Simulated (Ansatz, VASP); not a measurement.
**CuO: VASP beside Ansatz**

```
CELL_PARAMETERS angstrom
2.32613 -1.69981 0.00000
2.32613 1.69981 0.00000
-0.84432 0.00000 5.02392
ATOMIC_POSITIONS crystal
Cu 0.50000 0.00000 0.50000
Cu 0.00000 0.50000 0.00000
O 0.41840 0.58160 0.75000
O 0.58160 0.41840 0.25000
```

Change from the starting cell: volume scaled by 0.98.

Alike in both runs: task single point; functional PBEsol; k mesh 10 × 10 × 5; occupations fermi-dirac, width 0.05 eV; no spin polarisation.

```csv
,VASP,Ansatz
version,VASP 6.6.1,Ansatz 0.2.0
potentials or method,"VASP PAW PBE potentials, release 64 (Cu, O), cutoff 520 eV","all-electron LAPW, scalar-relativistic"
```

VASP gave:

| Quantity | Value |
| --- | --- |
| gap on the k mesh at the Fermi level (eV) | none |
| pressure (GPa) | 1.7 |
| traceless stress, the component that is largest in VASP (GPa) | 1.31 |
| rms of the force components (eV/Å) | 0.105 |

Q: What did Ansatz give for the same quantities?

A: gap on the k mesh at the Fermi level (eV): none; pressure (GPa): 0.9; traceless stress, the component that is largest in VASP (GPa): 1.66; rms of the force components (eV/Å): 0.120.

VASP's potentials were made for PBE, not for PBEsol. Atom by atom the forces differ by 0.016 eV/Å (rms over components). A gap of «none» marks a metal or a gap that the smearing closes. Ansatz ran all-electron here, and VASP with PAW potentials.
